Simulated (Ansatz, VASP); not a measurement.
## Two plane-wave programs on GeSbTe3

```xyz
5
Lattice="6.4253 0.0000 0.0000 -3.2127 5.5645 0.0000 0.0000 0.0000 5.5373" Properties=species:S:1:pos:R:3 pbc="T T T"
Ge    0.0000    0.0000    2.7686
Sb    0.0000    0.0000    0.0000
Te    3.2127    0.0000    0.0000
Te   -1.6063    2.7823    0.0000
Te    1.6063    2.7823    0.0000
```

Alike in both runs: functional PBE; k mesh 6 × 6 × 8; occupations gaussian, width 0.1 eV; no spin polarisation.

Ansatz relaxed the structure, and its values are those at the end. VASP's run is a single point on that final structure, the one shown.

```csv
,VASP,Ansatz
version,VASP 6.6.1,Ansatz 0.2.0
potentials or method,"VASP PAW PBE potentials, release 64 (Ge_d, Sb, Te), cutoff 520 eV","scalar-relativistic, plane waves, PAW"
valence electrons in the cell,37,77
```

```csv
,VASP,Ansatz,Ansatz less VASP
gap on the k mesh at the Fermi level (eV),none,none,-
pressure (GPa),0.0,0.0,+0.04
```

A gap of «none» marks a metal or a gap that the smearing closes. The functional is the same, so the differences come from potentials, cutoffs and numerics. VASP's potentials hold 37 valence electrons a cell and Ansatz's 77, so a difference there can come from the potentials and not from the codes.

Neither program's run includes spin-orbit coupling.
